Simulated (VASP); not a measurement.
Input of a VASP 6.6.1 run:

The input POSCAR:

```
BN
1.0
    0.0000000000      1.8048254497      1.8048254497
    1.8048254497      0.0000000000      1.8048254497
    1.8048254497      1.8048254497      0.0000000000
B N
1 1
Direct
    0.0000000000      0.0000000000      0.0000000000
    0.2500000000      0.2500000000      0.2500000000
```

INCAR.step1

```
SYSTEM = BN
ALGO = Normal
EDIFF = 1E-4
ENCUT = 520
GGA = PE
ISMEAR = 1
LASPH = .True.
LCHARG = .False.
LREAL = .False.
LWAVE = .True.
NBANDS = 11
NELM = 100
PREC = Accurate
SIGMA = 0.001
```

Contents of INCAR.step2:

```
SYSTEM = BN
ALGO = Normal
EDIFF = 1E-6
ENCUT = 520
ISIF = 2
ISMEAR = 1
ISTART = 1
LASPH = .True.
LCHARG = .False.
LMIXTAU = .True.
LREAL = .False.
LWAVE = .False.
METAGGA = R2SCAN
NBANDS = 11
NELM = 100
PREC = Accurate
SIGMA = 0.001
```

Contents of KPOINTS:

```
k-points
0
Gamma
  8 8 8
  0 0 0
```

Potentials or basis: VASP PAW PBE potentials, release 64 (B, N).

Run with:

```sh
$ cat potpaw_PBE.64/B/POTCAR potpaw_PBE.64/N/POTCAR > POTCAR
$ cp INCAR.step1 INCAR
$ mpirun -np 1 vasp_std > vasp.out
$ cp INCAR.step2 INCAR
$ mpirun -np 1 vasp_std > vasp.out
```

Q: Estimate the pressure.

A: 1.1 GPa.

Q: Estimate the band gap on the k mesh.

A: 4.98 eV (least direct gap 9.55 eV).

Caveat: the PAW data sets were made with another functional, which shifts forces and pressure a little. A k mesh can miss the band edges.
